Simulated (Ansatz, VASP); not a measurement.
**MnIn: VASP beside Ansatz**

```xyz
2
Lattice="0.0000 2.6566 2.6566 2.6566 0.0000 2.6566 2.6566 2.6566 0.0000" Properties=species:S:1:pos:R:3 pbc="T T T"
Mn    0.0000    0.0000    0.0000
In    2.6566    2.6566    2.6566
```

Change from the starting cell: species swapped into the YbSe type (Fm-3m, No. 225).

Alike in both runs: task relaxation of cell and atoms; functional PBE; k mesh 6 × 6 × 6; occupations gaussian, width 0.1 eV; collinear spin.

```csv
,VASP,Ansatz
version,VASP 6.6.1,Ansatz 0.2.0
potentials or method,"VASP PAW PBE potentials, release 64 (Mn_pv, In_d), cutoff 600 eV","scalar-relativistic, plane waves, PAW"
valence electrons in the cell,26,28
```

|  | VASP | Ansatz | Ansatz less VASP |
| --- | --- | --- | --- |
| gap on the k mesh at the Fermi level, each at its own relaxed structure (eV) | none | none | - |
| net moment per atom (μB) | 1.63 | 1.59 | -0.048 |
| size of the moment on the site where the two differ most (μB) | 3.35 | 3.28 | -0.077 |
| relaxed volume (Å³/atom) | 20.82 | 20.43 | -0.381 |
| relaxed length of the cell vector where the two differ most in proportion (Å) | 3.890 | 3.866 | -0.0239 |

Site moments also hang on the region over which each program counts them. A gap of «none» marks a metal or a gap that the smearing closes. VASP's potentials hold 26 valence electrons a cell and Ansatz's 28, so a difference there can come from the potentials and not from the codes.
